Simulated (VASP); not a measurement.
# LiCl (Fm-3m) in VASP: further runs

LiCl is run at these levels: PBE, r2SCAN+D3(BJ); tasks: single point, relaxation of cell and atoms.

Program: VASP 6.6.1. These are calculated values, not measurements. Logs are shortened: lines on timing, memory, paths and dates and some standing lists are left out, and cuts for length are marked.

### 1 The cell of the first run

It takes space group Fm-3m (No. 225, cubic). The conventional cell has a = 5.151 Å, b = 5.151 Å, c = 5.151 Å, α = 90.00°, β = 90.00°, γ = 90.00°. Li (site symmetry m-3m) has 6 Cl at 2.58 Å within 3.4 Å. Cl (site symmetry m-3m) has 6 Li at 2.58 Å within 3.4 Å.

### 2 Single point, PBE

Contents of INCAR:

```
SYSTEM = LiCl
  PREC = Accurate
  ENCUT = 750
  EDIFF = 1E-6
  ISMEAR = 0
  SIGMA = 0.01
  LREAL = .False.
  LASPH = .True.
  NELM = 120
  ALGO = Normal
  ISIF = 2
  LWAVE = .False.
  LCHARG = .False.
  GGA = PE
  NBANDS = 12
  GGA_COMPAT = .False.
```

Contents of KPOINTS:

```
regular mesh
0
Gamma
  8 8 8
  0 0 0
```

Contents of POSCAR:

```
LiCl
1.0
    0.0000000000      2.5754113221      2.5754113221
    2.5754113221      0.0000000000      2.5754113221
    2.5754113221      2.5754113221      0.0000000000
Li Cl
1 1
Direct
    0.5000000000      0.5000000000      0.5000000000
    0.0000000000      0.0000000000      0.0000000000
```

Potentials or basis: VASP PAW PBE potentials, release 64 (Li_sv, Cl).

On the command line:

```bash
cat potpaw_PBE.64/Li_sv/POTCAR potpaw_PBE.64/Cl/POTCAR > POTCAR
mpirun -np 1 vasp_std > vasp.out
```

OUTCAR:

```text
SYSTEM = LiCl
   PREC = Accurate
   ENCUT = 750
   EDIFF = 1E-6
   ISMEAR = 0
   LREAL = .False.
   LASPH = .True.
   NELM = 120
   ISIF = 2
   GGA = PE

 ion  position               nearest neighbor table
   1  0.500  0.500  0.500-   2 2.58   2 2.58   2 2.58   2 2.58   2 2.58   2 2.58
   2  0.000  0.000  0.000-   1 2.58   1 2.58   1 2.58   1 2.58   1 2.58   1 2.58

  LATTYP: Found a face centered cubic cell.
 ALAT       =     5.1508226442

  Lattice vectors:

 A1 = (   0.0000000000,   2.5754113221,   2.5754113221)
 A2 = (   2.5754113221,   0.0000000000,   2.5754113221)
 A3 = (   2.5754113221,   2.5754113221,   0.0000000000)

Analysis of symmetry for initial positions (statically):
=====================================================================
 Subroutine PRICEL returns:
 Original cell was already a primitive cell.

 Routine SETGRP: Setting up the symmetry group for a
 face centered cubic supercell.

 Subroutine GETGRP returns: Found 48 space group operations
 (whereof 48 operations were pure point group operations)
 out of a pool of 48 trial point group operations.

The static configuration has the point symmetry O_h .

Analysis of symmetry for dynamics (positions and initial velocities):
=====================================================================
 Subroutine PRICEL returns:
 Original cell was already a primitive cell.

 Routine SETGRP: Setting up the symmetry group for a
 face centered cubic supercell.

 Subroutine GETGRP returns: Found 48 space group operations
 (whereof 48 operations were pure point group operations)
 out of a pool of 48 trial point group operations.

The dynamic configuration has the point symmetry O_h .

 Subroutine INISYM returns: Found 48 space group operations
 (whereof 48 operations are pure point group operations),
 and found     1 'primitive' translations

----------------------------------------------------------------------------------------

                                     Primitive cell

  volume of cell :      34.1641

  direct lattice vectors                    reciprocal lattice vectors
     0.000000000  2.575411322  2.575411322    -0.194143745  0.194143745  0.194143745
     2.575411322  0.000000000  2.575411322     0.194143745 -0.194143745  0.194143745
     2.575411322  2.575411322  0.000000000     0.194143745  0.194143745 -0.194143745

  length of vectors
     3.642181620  3.642181620  3.642181620     0.336266831  0.336266831  0.336266831

  position of ions in fractional coordinates (direct lattice)
     0.500000000  0.500000000  0.500000000
     0.000000000  0.000000000  0.000000000

  ion indices of the primitive-cell ions
   primitive index   ion index
                 1           1
                 2           2

----------------------------------------------------------------------------------------

 KPOINTS: regular mesh

Automatic generation of k-mesh.
 Grid dimensions read from file:
 generate k-points for:    8    8    8

 Generating k-lattice:

  Cartesian coordinates                     Fractional coordinates (reciprocal lattice)
    -0.024267968  0.024267968  0.024267968     0.125000000  0.000000000  0.000000000
     0.024267968 -0.024267968  0.024267968     0.000000000  0.125000000  0.000000000
     0.024267968  0.024267968 -0.024267968     0.000000000  0.000000000  0.125000000

  Length of vectors
     0.042033354  0.042033354  0.042033354

  Shift w.r.t. Gamma in fractional coordinates (k-lattice)
     0.000000000  0.000000000  0.000000000

 Subroutine IBZKPT returns following result:
 ===========================================

 Found     29 irreducible k-points:

 Following reciprocal coordinates:
            Coordinates               Weight
  0.000000  0.000000  0.000000      1.000000
  0.125000  0.000000  0.000000      8.000000
  0.250000  0.000000  0.000000      8.000000
  0.375000  0.000000  0.000000      8.000000
  0.500000  0.000000  0.000000      4.000000
  0.125000  0.125000  0.000000      6.000000
[... 16 lines left out ...]
  0.500000  0.250000  0.125000     48.000000
 -0.375000  0.250000  0.125000     24.000000
 [... further k-points ...]
   k-points           NKPTS =     29   k-points in BZ     NKDIM =     29   number of bands    NBANDS=     12
   number of dos      NEDOS =    301   number of ions     NIONS =      2
   total plane-waves  NPLWV =  46656
   dimension x,y,z NGX =    36 NGY =   36 NGZ =   36
   dimension x,y,z NGXF=    72 NGYF=   72 NGZF=   72
   ions per type =               1   1
   NGX,Y,Z   is equivalent  to a cutoff of  16.43, 16.43, 16.43 a.u.
   NGXF,Y,Z  is equivalent  to a cutoff of  32.86, 32.86, 32.86 a.u.
 SYSTEM =  LiCl
   PREC   = accura    normal or accurate (medium, high low for compatibility)
   ISTART =      0    job   : 0-new  1-cont  2-samecut
   ICHARG =      2    charge: 1-file 2-atom 10-const
   ISPIN  =      1    spin polarized calculation?
   LNONCOLLINEAR =      F non collinear calculations
   LSORBIT =      F    spin-orbit coupling
   LASPH  =      T    aspherical Exc in radial PAW
   ENCUT  =  750.0 eV  55.12 Ry    7.42 a.u.   8.13  8.13  8.13*2*pi/ulx,y,z
   NELM   =    120;   NELMIN=  2; NELMDL= -5     # of ELM steps
   EDIFF  = 0.1E-05   stopping-criterion for ELM
   LREAL  =      F    real-space projection
   EDIFFG = 0.1E-04   stopping-criterion for IOM
   NSW    =      0    number of steps for IOM
   IBRION =     -1    ionic relax: 0-MD 1-quasi-New 2-CG
   NFREE  =      0    steps in history (QN), initial steepest desc. (CG)
   ISIF   =      2    stress and relaxation
   ISYM   =      2    0-nonsym 1-usesym 2-fastsym
   POTIM  = 0.5000    time-step for ionic-motion
   TEBEG  =    0.0;   TEEND  =   0.0 temperature during run
   PSTRESS=    0.0 pullay stress
   NELECT =      10.0000    total number of electrons
   NUPDOWN=      -1.0000    fix difference up-down
   EMIN   =  10.00;   EMAX   =-10.00  energy-range for DOS
   EFERMI =   0.00;   METHOD = LEGACY
   ISMEAR =     0;   SIGMA  =   0.01  broadening in eV -4-tet -1-fermi 0-gaus
   EFERMI_NEDOS =   21; number of points for ismear=-14 and -15
   IALGO  =     38    algorithm
   IMIX   =      4    mixing-type and parameters
     AMIX     =   0.40;   BMIX     =  1.00
     AMIX_MAG =   1.60;   BMIX_MAG =  1.00
  volume/ion in A,a.u.               =      17.08       115.28
  Fermi-wavevector in a.u.,A,eV,Ry     =   1.086972  2.054079 16.075385  1.181507
  Thomas-Fermi vector in A             =   2.223121
   LORBIT       =      0    0 simple, 1 ext, 2 COOP (PROOUT), +10 PAW based schemes
   GGA     = PE    functional components
   LHFCALC =     F    Hartree Fock is set to
   AEXX    =    0.0000 exact exchange contribution
   IVDW    =     0    specifies the selected vdW correction
   LEPSILON=     F    determine dielectric tensor
   LRPA    =     F    only Hartree local field effects (RPA)
 non-spin polarized calculation
 Gauss-broadening in eV      SIGMA  =   0.01
  energy-cutoff  :      750.00
  volume of cell :       34.16
 maximum number of plane-waves:      1639
 NGX is ok and might be reduce to    36
   NGX = 17   NGY = 17   NGZ = 17

 number of electron      10.0000001 magnetization

 Free energy of the ion-electron system (eV)
  ---------------------------------------------------
  ext. energy  EPLUGINS =         0.00000000
  ---------------------------------------------------
  free energy    TOTEN  =        -7.38376411 eV

  energy without entropy =       -7.38376411  energy(sigma->0) =       -7.38376411

 E-fermi :   0.5936     XC(G=0):  -8.6770

 val. band max:        0.4858848249   @ k =   0.0000   0.0000   0.0000
 cond. band min:       6.7487930921   @ k =   0.0000   0.0000   0.0000
 fundamental gap:      6.2629082672
 Fermi energy:         0.5935698814

 k-point     1 :       0.0000    0.0000    0.0000
  band No.  band energies     occupation
      1     -43.0503      2.00000
      2     -12.8680      2.00000
      3       0.4859      2.00000
      4       0.4859      2.00000
      5       0.4859      2.00000
      6       6.7488      0.00000
      7      12.4142      0.00000
      8      12.4142      0.00000
      9      12.4142      0.00000
     10      14.9414      0.00000
     11      14.9414      0.00000
     12      14.9415      0.00000

 k-point     2 :       0.1250    0.0000    0.0000
  band No.  band energies     occupation
      1     -43.0499      2.00000
      2     -12.7944      2.00000
      3      -0.0312      2.00000
      4       0.4458      2.00000
      5       0.4458      2.00000
      6       7.2102      0.00000
      7      11.6237      0.00000
      8      12.3051      0.00000
      9      12.3051      0.00000
     10      13.5556      0.00000
     11      13.5556      0.00000
     12      15.4024      0.00000

 k-point     3 :       0.2500    0.0000    0.0000
  band No.  band energies     occupation
      1     -43.0490      2.00000
      2     -12.6072      2.00000
      3      -1.0666      2.00000
      4       0.3541      2.00000
      5       0.3541      2.00000
      6       7.6621      0.00000
      7      11.1635      0.00000
      8      11.1635      0.00000
      9      11.4135      0.00000
     10      14.4077      0.00000
     11      14.4077      0.00000
     12      15.9603      0.00000

 k-point     4 :       0.3750    0.0000    0.0000
  band No.  band energies     occupation
      1     -43.0481      2.00000
      2     -12.4042      2.00000
      3      -1.9420      2.00000
      4       0.2690      2.00000
      5       0.2690      2.00000
      6       7.4129      0.00000
      7      10.2846      0.00000
      8      10.2846      0.00000
      9      12.5511      0.00000
     10      16.1647      0.00000
     11      16.1647      0.00000
     12      16.6254      0.00000

 k-point     5 :       0.5000    0.0000    0.0000
  band No.  band energies     occupation
      1     -43.0477      2.00000
      2     -12.3148      2.00000
      3      -2.2773      2.00000
      4       0.2355      2.00000
      5       0.2355      2.00000
      6       7.2331      0.00000
      7       9.9811      0.00000
      8       9.9811      0.00000
      9      13.3277      0.00000
     10      17.2988      0.00000
     11      17.5690      0.00000
     12      17.5690      0.00000
[... 228 lines left out ...]
      1     -43.0469      2.00000
      2     -12.0787      2.00000
      3      -2.3495      2.00000
      4      -0.5915      2.00000
      5      -0.5915      2.00000
      6       8.3324      0.00000
      7       8.7976      0.00000
      8      12.8206      0.00000
      9      14.5100      0.00000
     10      14.5100      0.00000
     11      17.4555      0.00000
     12      19.0323      0.00000

 k-point    22 :       0.3750    0.2500    0.1250
  band No.  band energies     occupation
      1     -43.0483      2.00000
      2     -12.4542      2.00000
      3      -1.2707      2.00000
      4      -0.3557      2.00000
      5       0.1590      2.00000
      6       8.8660      0.00000
      7      10.1365      0.00000
      8      10.2764      0.00000
      9      12.1199      0.00000
     10      13.5626      0.00000
     11      16.9010      0.00000
     12      17.4933      0.00000

 k-point    23 :       0.5000    0.2500    0.1250
  band No.  band energies     occupation
      1     -43.0476      2.00000
      2     -12.2799      2.00000
      3      -1.7839      2.00000
      4      -0.6948      2.00000
      5       0.0071      2.00000
      6       8.8450      0.00000
      7       9.8441      0.00000
      8      10.8206      0.00000
      9      11.8035      0.00000
     10      14.8446      0.00000
     11      17.9044      0.00000
     12      18.2847      0.00000

 k-point    24 :      -0.3750    0.2500    0.1250
  band No.  band energies     occupation
      1     -43.0473      2.00000
      2     -12.2038      2.00000
      3      -2.0090      2.00000
      4      -0.7888      2.00000
      5      -0.0795      2.00000
      6       8.6742      0.00000
      7       9.7873      0.00000
      8      11.0063      0.00000
      9      12.1575      0.00000
     10      15.9611      0.00000
     11      16.5288      0.00000
     12      18.5913      0.00000

 [... further k-points ...]

------------------------ aborting loop because EDIFF is reached ----------------------------------------

  FORCE on cell =-STRESS in cart. coord.  units (eV):
  Direction    XX          YY          ZZ          XY          YZ          ZX
  --------------------------------------------------------------------------------------
  -------------------------------------------------------------------------------------
  Total       -0.0186045     -0.0186045     -0.0186045      0.0000000      0.0000000     -0.0000000
  in kB       -0.8724849     -0.8724849     -0.8724849      0.0000000      0.0000000     -0.0000000
  external PRESSURE =      -0.8724849 kB  Pullay stress =       0.0000000 kB

 VOLUME and BASIS-vectors are now :
 -----------------------------------------------------------------------------
  energy-cutoff  :      750.00
  volume of cell :       34.16
      direct lattice vectors                 reciprocal lattice vectors
     0.000000000  2.575411322  2.575411322    -0.194143745  0.194143745  0.194143745
     2.575411322  0.000000000  2.575411322     0.194143745 -0.194143745  0.194143745
     2.575411322  2.575411322  0.000000000     0.194143745  0.194143745 -0.194143745

 POSITION                                       TOTAL-FORCE (eV/Angst)
 -----------------------------------------------------------------------------------
      2.57541      2.57541      2.57541         0.000000     -0.000000      0.000000
      0.00000      0.00000      0.00000        -0.000000      0.000000     -0.000000
 -----------------------------------------------------------------------------------
    total drift:                                0.000000      0.000000      0.000000

  FREE ENERGIE OF THE ION-ELECTRON SYSTEM (eV)
  ---------------------------------------------------
  free  energy   TOTEN  =        -7.3837641104 eV

  energy  without entropy=       -7.3837641104  energy(sigma->0) =       -7.38376411
```

Run time: 41 s. Hardware: 1 thread of Intel Xeon 8259CL, shared host; peak memory 0.19 GiB.

What came out:

| Item | Value |
| --- | --- |
| Free energy | -7.3838 eV |
| Pressure | -0.1 GPa |
| Band gap on the k mesh | 6.26 eV |

A k mesh can miss the band edges.

### 3 Single point, r2SCAN+D3(BJ)

This run uses another cell than the first one, of 16.57 Å³/atom.

Contents of POSCAR:

```
LiCl
1.0
    0.0000000000      2.5493952876      2.5493952876
    2.5493952876      0.0000000000      2.5493952876
    2.5493952876      2.5493952876      0.0000000000
Li Cl
1 1
Direct
    0.5000000000      0.5000000000      0.5000000000
    0.0000000000      0.0000000000      0.0000000000
```

Contents of INCAR.step1:

```
PREC     = Accurate       # precision mode
ENCUT    = 830            # plane-wave cutoff, eV
ISMEAR   = 0              # smearing method
SIGMA    = 0.02           # smearing width, eV
LREAL    = F              # projectors in reciprocal space
LASPH    = T              # aspherical terms in the spheres
NELM     = 120            # most SCF steps
NBANDS   = 12             # bands
GGA      = PE             # functional
ALGO     = Normal         # electronic algorithm
EDIFF    = 1E-5           # SCF threshold, eV
LWAVE    = T              # write WAVECAR
LCHARG   = F              # write CHGCAR
GGA_COMPAT= F
```

Contents of INCAR.step2:

```
PREC     = Accurate       # precision mode
ENCUT    = 830            # plane-wave cutoff, eV
EDIFF    = 1E-6           # SCF threshold, eV
ISMEAR   = 0              # smearing method
SIGMA    = 0.02           # smearing width, eV
LREAL    = F              # projectors in reciprocal space
LASPH    = T              # aspherical terms in the spheres
NELM     = 120            # most SCF steps
ALGO     = Normal         # electronic algorithm
ISIF     = 2              # what is computed and relaxed
LWAVE    = F              # write WAVECAR
LCHARG   = F              # write CHGCAR
METAGGA  = R2SCAN         # meta-GGA
LMIXTAU  = T            
IVDW     = 12             # dispersion correction
VDW_S6   = 1.0          
VDW_S8   = 0.78981345   
VDW_A1   = 0.49484001   
VDW_A2   = 5.73083694   
NBANDS   = 12             # bands
ISTART   = 1            
GGA_COMPAT= F
```

Contents of KPOINTS:

```
regular mesh
0
Gamma
  8 8 8
```

Potentials or basis: VASP PAW PBE potentials, release 64 (Li_sv, Cl).

On the command line:

```bash
cat potpaw_PBE.64/Li_sv/POTCAR potpaw_PBE.64/Cl/POTCAR > POTCAR
cp INCAR.step1 INCAR
mpirun -np 1 vasp_std > vasp.out
cp INCAR.step2 INCAR
mpirun -np 1 vasp_std > vasp.out
```

Wall time 3 min (1 thread of Intel Xeon 8259CL, shared host); peak memory 0.21 GiB.

Results (log left out):

| Item | Value |
| --- | --- |
| Free energy | -12.8047 eV |
| Pressure | -1.3 GPa |
| Band gap on the k mesh | 7.41 eV |
| Dispersion energy per atom | -0.108 eV |

Levels at points of the mesh, in eV from the valence-band top:
| k point | band 3 | band 4 | band 5 | band 6 | band 7 | band 8 |
| --- | --- | --- | --- | --- | --- | --- |
| (0.00, 0.00, 0.00) | 0.00 | 0.00 | 0.00 | 7.41 | 12.68 | 12.68 |
| (0.50, 0.00, 0.00) | -2.92 | -0.28 | -0.28 | 7.56 | 10.32 | 10.32 |
| (0.50, 0.50, 0.00) | -3.02 | -1.16 | -1.16 | 8.81 | 8.90 | 13.74 |

Caveat: the PAW data sets were made with another functional, which shifts forces and pressure a little. A k mesh can miss the band edges.

(Part 1 of 2 ends here.)
